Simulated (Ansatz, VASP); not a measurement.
Given: the input of a run of VASP 6.6.1 on MnO.

INCAR

```
SYSTEM = MnO
PREC     = Accurate       ! precision mode
ENCUT    = 600            ! plane-wave cutoff, eV
EDIFF    = 1E-6           ! SCF threshold, eV
ISMEAR   = -1             ! smearing method
SIGMA    = 0.05           ! smearing width, eV
LREAL    = .FALSE.        ! projectors in reciprocal space
LASPH    = .TRUE.         ! aspherical terms in the spheres
NELM     = 200            ! most SCF steps
ALGO     = Normal         ! electronic algorithm
ISIF     = 2              ! what is computed and relaxed
LWAVE    = .FALSE.        ! write WAVECAR
LCHARG   = .FALSE.        ! write CHGCAR
ISPIN    = 2              ! spin polarisation
MAGMOM   = 1 0            ! initial moments
LORBIT   = 11             ! projections on sites
NUPDOWN  = 1.0            ! fixed moment
LMAXMIX  = 4              ! l up to which the mixer works
GGA      = PE             ! functional
NBANDS   = 22             ! bands
GGA_COMPAT= .FALSE.
```

The input KPOINTS:

```
Automatic mesh
0
G
  9 9 9
  0 0 0
```

POSCAR

```
MnO
1.0
    0.0000000000      2.2239077028      2.2239077028
    2.2239077028      0.0000000000      2.2239077028
    2.2239077028      2.2239077028      0.0000000000
Mn O
1 1
Direct
    0.0000000000      0.0000000000      0.0000000000
    0.5000000000      0.5000000000      0.5000000000
```

Potentials or basis: VASP PAW PBE potentials, release 64 (Mn_sv, O).

Launch:

```bash
$ cat potpaw_PBE.64/Mn_sv/POTCAR potpaw_PBE.64/O/POTCAR > POTCAR
$ mpirun -np 1 vasp_std > vasp.out
```

**Question.** Set up the same calculation for Ansatz 0.2.0. Potentials there: Ansatz PAW.

**Answer.** As run (the cutoff follows the program's own potentials):

input.yaml

```yaml
crystal:
  lattice:
    - [0.0, 2.2239077028, 2.2239077028]
    - [2.2239077028, 0.0, 2.2239077028]
    - [2.2239077028, 2.2239077028, 0.0]
  atoms:
    - { symbol: Mn, position: [0.0, 0.0, 0.0], spin: 1.0 }
    - { symbol: O, position: [0.5, 0.5, 0.5] }
hamiltonian:
  xc: pbe
  pseudopotentials: { kind: paw }
magnetization:
  spin_polarized: true
  initial_magnetization: 1.0
  spin_locking: { lock_magnetization: hard }
kpoints:
  mp_grid: { grid: [9, 9, 9] }
scf:
  occupations: { method: fermi_dirac, width: 0.05 }
  lower_state_search: "off"
output:
  forces: true
  stress: true
  eigenvalues: true
```

Potentials or basis: Ansatz PAW.

Command:

```bash
$ ansatz run input.yaml --threads 2 --pin off --max-ram 5632MiB --backend cpu --events-out ev --progress --plain --runs-dir out
```

Both were run:

|  | VASP | Ansatz | Ansatz less VASP |
| --- | --- | --- | --- |
| pressure (GPa) | -26.7 | -25.0 | +1.70 |
| net moment per atom (μB) | 0.50 | 0.50 | 0.000 |
| size of the moment on the site where the two differ most (μB) | 0.92 | 0.90 | -0.019 |

Site moments also hang on the region over which each program counts them.
